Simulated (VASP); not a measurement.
# La (P6_3/mmc) in VASP: a series of runs

La is run at these levels: r2SCAN; tasks: single point.

Everything below comes from runs of VASP 6.6.1. Logs are shortened: lines on timing, memory, paths and dates and some standing lists are left out, and cuts for length are marked.

### Step 1. The cell of the first run

Symmetry: P6_3/mmc, No. 194, hexagonal system. The conventional cell has a = 3.762 Å, b = 3.762 Å, c = 5.969 Å, α = 90.00°, β = 90.00°, γ = 120.00°. La (site symmetry -6m2) has 12 La at 3.69 to 3.76 Å within 4.8 Å.

### Step 2. Single point, r2SCAN

Input file POSCAR:

```
La
1.0
    3.7621354531      0.0000000000      0.0000000000
   -1.8810677265      3.2581048749      0.0000000000
    0.0000000000      0.0000000000      5.9687484562
La
2
Direct
    0.3333333333      0.6666666667      0.2500000000
    0.6666666667      0.3333333333      0.7500000000
```

Input file INCAR.step1:

```
SYSTEM = La
  ALGO = Normal
  EDIFF = 1E-4
  ENCUT = 520
  GGA = PE
  ISMEAR = -1
  LASPH = .True.
  LCHARG = .False.
  LREAL = .False.
  LWAVE = .True.
  NBANDS = 18
  NELM = 60
  PREC = Accurate
  SIGMA = 0.08
```

Input file INCAR.step2:

```
SYSTEM = La
  ALGO = Normal
  EDIFF = 1E-7
  ENCUT = 520
  ISIF = 2
  ISMEAR = -1
  ISTART = 1
  LASPH = .True.
  LCHARG = .False.
  LMIXTAU = .True.
  LREAL = .False.
  LWAVE = .False.
  METAGGA = R2SCAN
  NBANDS = 18
  NELM = 60
  PREC = Accurate
  SIGMA = 0.08
```

Input file KPOINTS:

```
k-points
0
Gamma
  14 14 8
  0 0 0
```

Potentials or basis: VASP PAW PBE potentials, release 64 (La).

Launch:

```
$ cat potpaw_PBE.64/La/POTCAR > POTCAR
$ cp INCAR.step1 INCAR
$ mpirun -np 1 vasp_std > vasp.out
$ cp INCAR.step2 INCAR
$ mpirun -np 1 vasp_std > vasp.out
```

OUTCAR:

```text
SYSTEM = La
   EDIFF = 1E-7
   ENCUT = 520
   ISIF = 2
   ISMEAR = -1
   ISTART = 1
   LASPH = .True.
   LREAL = .False.
   METAGGA = R2SCAN
   NELM = 60
   PREC = Accurate

 ion  position               nearest neighbor table
   1  0.333  0.667  0.250-
   2  0.667  0.333  0.750-

  LATTYP: Found a hexagonal cell.
 ALAT       =     3.7621354531
 C/A-ratio  =     1.5865320456

  Lattice vectors:

 A1 = (   3.7621354531,   0.0000000000,   0.0000000000)
 A2 = (  -1.8810677265,   3.2581048749,   0.0000000000)
 A3 = (   0.0000000000,   0.0000000000,   5.9687484562)

Analysis of symmetry for initial positions (statically):
=====================================================================
 Subroutine PRICEL returns:
 Original cell was already a primitive cell.

 Routine SETGRP: Setting up the symmetry group for a
 hexagonal supercell.

 Subroutine GETGRP returns: Found 24 space group operations
 (whereof 12 operations were pure point group operations)
 out of a pool of 24 trial point group operations.

The static configuration has the point symmetry D_3d.
 The point group associated with its full space group is D_6h.

Analysis of symmetry for dynamics (positions and initial velocities):
=====================================================================
 Subroutine PRICEL returns:
 Original cell was already a primitive cell.

 Routine SETGRP: Setting up the symmetry group for a
 hexagonal supercell.

 Subroutine GETGRP returns: Found 24 space group operations
 (whereof 12 operations were pure point group operations)
 out of a pool of 24 trial point group operations.

The dynamic configuration has the point symmetry D_3d.
 The point group associated with its full space group is D_6h.

 Subroutine INISYM returns: Found 24 space group operations
 (whereof 12 operations are pure point group operations),
 and found     1 'primitive' translations

----------------------------------------------------------------------------------------

                                     Primitive cell

  volume of cell :      73.1615

  direct lattice vectors                    reciprocal lattice vectors
     3.762135453  0.000000000  0.000000000     0.265806485  0.153463446  0.000000000
    -1.881067726  3.258104875  0.000000000     0.000000000  0.306926891  0.000000000
     0.000000000  0.000000000  5.968748456     0.000000000  0.000000000  0.167539310

  length of vectors
     3.762135453  3.762135453  5.968748456     0.306926891  0.306926891  0.167539310

  position of ions in fractional coordinates (direct lattice)
     0.333333333  0.666666667  0.250000000
     0.666666667  0.333333333  0.750000000

  ion indices of the primitive-cell ions
   primitive index   ion index
                 1           1
                 2           2

----------------------------------------------------------------------------------------

 KPOINTS: k-points

Automatic generation of k-mesh.
 Grid dimensions read from file:
 generate k-points for:   14   14    8

 Generating k-lattice:

  Cartesian coordinates                     Fractional coordinates (reciprocal lattice)
     0.018986177  0.010961675  0.000000000     0.071428571  0.000000000  0.000000000
     0.000000000  0.021923349  0.000000000     0.000000000  0.071428571  0.000000000
     0.000000000  0.000000000  0.020942414     0.000000000  0.000000000  0.125000000

  Length of vectors
     0.021923349  0.021923349  0.020942414

  Shift w.r.t. Gamma in fractional coordinates (k-lattice)
     0.000000000  0.000000000  0.000000000

 Subroutine IBZKPT returns following result:
 ===========================================

 Found    120 irreducible k-points:

 Following reciprocal coordinates:
            Coordinates               Weight
  0.000000  0.000000  0.000000      1.000000
  0.071429  0.000000  0.000000      6.000000
  0.142857  0.000000  0.000000      6.000000
  0.214286  0.000000  0.000000      6.000000
  0.285714  0.000000  0.000000      6.000000
  0.357143  0.000000  0.000000      6.000000
[... 16 lines left out ...]
  0.285714  0.285714  0.000000      6.000000
  0.357143  0.285714  0.000000      6.000000
 [... further k-points ...]
   k-points           NKPTS =    120   k-points in BZ     NKDIM =    120   number of bands    NBANDS=     18
   number of dos      NEDOS =    301   number of ions     NIONS =      2
   total plane-waves  NPLWV =  37632
   dimension x,y,z NGX =    28 NGY =   28 NGZ =   48
   dimension x,y,z NGXF=    56 NGYF=   56 NGZF=   96
   ions per type =               2
   NGX,Y,Z   is equivalent  to a cutoff of  12.37, 12.37, 13.37 a.u.
   NGXF,Y,Z  is equivalent  to a cutoff of  24.75, 24.75, 26.74 a.u.
 SYSTEM =  La
   PREC   = accura    normal or accurate (medium, high low for compatibility)
   ISTART =      1    job   : 0-new  1-cont  2-samecut
   ICHARG =      0    charge: 1-file 2-atom 10-const
   ISPIN  =      1    spin polarized calculation?
   LNONCOLLINEAR =      F non collinear calculations
   LSORBIT =      F    spin-orbit coupling
   LASPH  =      T    aspherical Exc in radial PAW
   ENCUT  =  520.0 eV  38.22 Ry    6.18 a.u.   7.00  7.00 11.10*2*pi/ulx,y,z
   NELM   =     60;   NELMIN=  2; NELMDL=  0     # of ELM steps
   EDIFF  = 0.1E-06   stopping-criterion for ELM
   LREAL  =      F    real-space projection
   EDIFFG = 0.1E-05   stopping-criterion for IOM
   NSW    =      0    number of steps for IOM
   IBRION =     -1    ionic relax: 0-MD 1-quasi-New 2-CG
   NFREE  =      0    steps in history (QN), initial steepest desc. (CG)
   ISIF   =      2    stress and relaxation
   ISYM   =      2    0-nonsym 1-usesym 2-fastsym
   POTIM  = 0.5000    time-step for ionic-motion
   TEBEG  =    0.0;   TEEND  =   0.0 temperature during run
   PSTRESS=    0.0 pullay stress
   NELECT =      22.0000    total number of electrons
   NUPDOWN=      -1.0000    fix difference up-down
   EMIN   =  10.00;   EMAX   =-10.00  energy-range for DOS
   EFERMI =   0.00;   METHOD = LEGACY
   ISMEAR =    -1;   SIGMA  =   0.08  broadening in eV -4-tet -1-fermi 0-gaus
   EFERMI_NEDOS =   21; number of points for ismear=-14 and -15
   IALGO  =     38    algorithm
   IMIX   =      4    mixing-type and parameters
     AMIX     =   0.40;   BMIX     =  1.00
     AMIX_MAG =   1.60;   BMIX_MAG =  1.00
  volume/ion in A,a.u.               =      36.58       246.86
  Fermi-wavevector in a.u.,A,eV,Ry     =   1.096785  2.072623 16.366954  1.202937
  Thomas-Fermi vector in A             =   2.233133
   LORBIT       =      0    0 simple, 1 ext, 2 COOP (PROOUT), +10 PAW based schemes
   METAGGA = R2SCAN    functional components
   LHFCALC =     F    Hartree Fock is set to
   AEXX    =    0.0000 exact exchange contribution
   IVDW    =     0    specifies the selected vdW correction
   LEPSILON=     F    determine dielectric tensor
   LRPA    =     F    only Hartree local field effects (RPA)
 non-spin polarized calculation
  energy-cutoff  :      520.00
  volume of cell :       73.16
 maximum number of plane-waves:      1991
 NGX is ok and might be reduce to    28
   NGX = 13   NGY = 13   NGZ = 23

 number of electron      21.9999998 magnetization

 Free energy of the ion-electron system (eV)
  ---------------------------------------------------
  ext. energy  EPLUGINS =         0.00000000
  ---------------------------------------------------
  free energy    TOTEN  =       -59.45258747 eV

  energy without entropy =      -59.37492928  energy(sigma->0) =      -59.41375838

 E-fermi :   8.1060     XC(G=0): -10.2811

 val. band max:        8.1029470199   @ k =   0.3571   0.2143   0.2500
 cond. band min:       8.1090253983   @ k =   0.2857   0.2857   0.1250
 fundamental gap:      0.0060783784
 Fermi energy:         8.1059643133

 k-point     1 :       0.0000    0.0000    0.0000
  band No.  band energies     occupation
      1     -25.9324      2.00000
      2     -25.6812      2.00000
      3      -9.9445      2.00000
      4      -8.6427      2.00000
      5      -8.6427      2.00000
      6      -8.4286      2.00000
[... 10 lines left out ...]
     17      10.0844      0.00000
     18      10.1769      0.00000

 k-point     2 :       0.0714    0.0000    0.0000
  band No.  band energies     occupation
      1     -25.9232      2.00000
      2     -25.6774      2.00000
      3      -9.9210      2.00000
      4      -8.7009      2.00000
      5      -8.6616      2.00000
      6      -8.4884      2.00000
[... 10 lines left out ...]
     17      10.0733      0.00000
     18      10.0931      0.00000

 k-point     3 :       0.1429    0.0000    0.0000
  band No.  band energies     occupation
      1     -25.8970      2.00000
      2     -25.6670      2.00000
      3      -9.8523      2.00000
      4      -8.8620      2.00000
      5      -8.7123      2.00000
      6      -8.6498      2.00000
[... 10 lines left out ...]
     17      10.1187      0.00000
     18      10.1490      0.00000

 k-point     4 :       0.2143    0.0000    0.0000
  band No.  band energies     occupation
      1     -25.8576      2.00000
      2     -25.6531      2.00000
      3      -9.7447      2.00000
      4      -9.0904      2.00000
      5      -8.8695      2.00000
      6      -8.7813      2.00000
[... 375 lines left out ...]
      4      -9.3676      2.00000
      5      -9.1895      2.00000
      6      -9.1689      2.00000
[... 10 lines left out ...]
     17      10.2370      0.00000
     18      10.3384      0.00000

 k-point    23 :       0.2857    0.2857    0.0000
  band No.  band energies     occupation
      1     -25.6843      2.00000
      2     -25.6376      2.00000
      3      -9.5542      2.00000
      4      -9.3793      2.00000
      5      -9.2001      2.00000
      6      -9.1503      2.00000
[... 10 lines left out ...]
     17      10.2272      0.00000
     18      10.3264      0.00000

 k-point    24 :       0.3571    0.2857    0.0000
  band No.  band energies     occupation
      1     -25.6670      2.00000
      2     -25.6464      2.00000
      3      -9.5556      2.00000
      4      -9.3107      2.00000
      5      -9.3013      2.00000
      6      -9.0635      2.00000
[... 10 lines left out ...]
     17      10.2197      0.00000
     18      10.2578      0.00000

 [... further k-points ...]

------------------------ aborting loop because EDIFF is reached ----------------------------------------

  FORCE on cell =-STRESS in cart. coord.  units (eV):
  Direction    XX          YY          ZZ          XY          YZ          ZX
  --------------------------------------------------------------------------------------
  -------------------------------------------------------------------------------------
  Total        0.4860698      0.4860698      0.5000793      0.0000000     -0.0000000      0.0000000
  in kB       10.6445285     10.6445285     10.9513251      0.0000000     -0.0000000      0.0000000
  external PRESSURE =      10.7467940 kB  Pullay stress =       0.0000000 kB

 VOLUME and BASIS-vectors are now :
 -----------------------------------------------------------------------------
  energy-cutoff  :      520.00
  volume of cell :       73.16
      direct lattice vectors                 reciprocal lattice vectors
     3.762135453  0.000000000  0.000000000     0.265806485  0.153463446  0.000000000
    -1.881067726  3.258104875  0.000000000     0.000000000  0.306926891  0.000000000
     0.000000000  0.000000000  5.968748456     0.000000000  0.000000000  0.167539310

 POSITION                                       TOTAL-FORCE (eV/Angst)
 -----------------------------------------------------------------------------------
     -0.00000      2.17207      1.49219        -0.000000      0.000000      0.000000
      1.88107      1.08603      4.47656         0.000000     -0.000000      0.000000
 -----------------------------------------------------------------------------------
    total drift:                                0.000000     -0.000000      0.000000

  FREE ENERGIE OF THE ION-ELECTRON SYSTEM (eV)
  ---------------------------------------------------
  free  energy   TOTEN  =       -59.4525874713 eV

  energy  without entropy=      -59.3749292798  energy(sigma->0) =      -59.41375838
```

It took 8.5 min on 1 thread of Intel Xeon Platinum 8488C (Sapphire Rapids), shared host; peak memory 0.31 GiB.

Results:

```yaml
Free_energy: -59.4526 eV
Pressure: 1.1 GPa
Band_gap_on_the_k_mesh: zero (bands 11 and 12 overlap by 1.75 eV)
```

Levels at points of the mesh, in eV from the Fermi level:
```
           k point  band 8  band 9  band 10  band 11  band 12  band 13  band 14  band 15
(0.00, 0.00, 0.00)  -16.46   -3.29    -1.86     1.37     1.44     1.44     1.84     1.93
(0.50, 0.00, 0.00)  -16.69   -1.74    -1.24    -1.15     1.28     1.29     1.59     1.79
(0.00, 0.00, 0.50)  -16.64   -1.87    -1.87     0.68     0.68     1.48     1.48     1.48
(0.50, 0.00, 0.50)  -16.86   -1.76    -1.76    -0.34    -0.34     1.85     1.85     2.04
```

Caveat: the PAW data sets were made with another functional, which shifts forces and pressure a little; spin-orbit coupling is left out, which moves the levels of the heavy elements.

### Step 3. Single point, r2SCAN

This run uses another cell than the first one, of 38.08 Å³/atom.

Input file POSCAR:

```
La
1.0
    3.8134188400      0.0000000000      0.0000000000
   -1.9067094200      3.3025175907      0.0000000000
    0.0000000000      0.0000000000      6.0481007200
La
2
Direct
    0.3333333333      0.6666666667      0.2500000000
    0.6666666667      0.3333333333      0.7500000000
```

Input file INCAR.step1:

```
SYSTEM = La
PREC = Accurate
ENCUT = 520
ISMEAR = -1
SIGMA = 0.08
LREAL = .FALSE.
LASPH = .TRUE.
NELM = 60
NBANDS = 18
GGA = PE
ALGO = Normal
EDIFF = 1E-4
LWAVE = .TRUE.
LCHARG = .FALSE.
```

Input file INCAR.step2:

```
SYSTEM = La
PREC = Accurate
ENCUT = 520
EDIFF = 1E-6
ISMEAR = -1
SIGMA = 0.08
LREAL = .FALSE.
LASPH = .TRUE.
NELM = 60
ALGO = Normal
ISIF = 2
LWAVE = .FALSE.
LCHARG = .FALSE.
METAGGA = R2SCAN
LMIXTAU = .TRUE.
NBANDS = 18
ISTART = 1
```

Input file KPOINTS:

```
Automatic mesh
0
G
  14 14 8
  0 0 0
```

Potentials or basis: VASP PAW PBE potentials, release 64 (La).

Launch:

```
$ cat potpaw_PBE.64/La/POTCAR > POTCAR
$ cp INCAR.step1 INCAR
$ mpirun -np 1 vasp_std > vasp.out
$ cp INCAR.step2 INCAR
$ mpirun -np 1 vasp_std > vasp.out
```

Wall time 6.4 min (1 thread of Intel Xeon Platinum 8488C (Sapphire Rapids), shared host); peak memory 0.31 GiB.

The run converged. Its results:

- Free energy: -59.4635 eV
- Pressure: 0.1 GPa
- Band gap on the k mesh: zero (bands 11 and 12 overlap by 1.73 eV)

Stress tensor (GPa, compression positive):
```
0.09 0.00 0.00
0.00 0.09 0.00
0.00 0.00 0.01
```

Levels at points of the mesh, in eV from the Fermi level:
```
           k point  band 7  band 8  band 9  band 10  band 11  band 12  band 13  band 14  band 15  band 16
(0.00, 0.00, 0.00)  -16.67  -16.60   -3.33    -1.81     1.36     1.42     1.42     1.79     1.88     1.88
(0.50, 0.00, 0.00)  -16.96  -16.81   -1.63    -1.17    -1.15     1.13     1.28     1.51     1.75     2.11
(0.00, 0.00, 0.50)  -16.76  -16.76   -1.92    -1.92     0.66     0.66     1.46     1.46     1.46     1.46
(0.50, 0.00, 0.50)  -16.96  -16.96   -1.69    -1.69    -0.29    -0.29     1.76     1.76     1.97     1.97
```

Caveat: the PAW data sets were made with another functional, which shifts forces and pressure a little; spin-orbit coupling is left out, which moves the levels of the heavy elements.
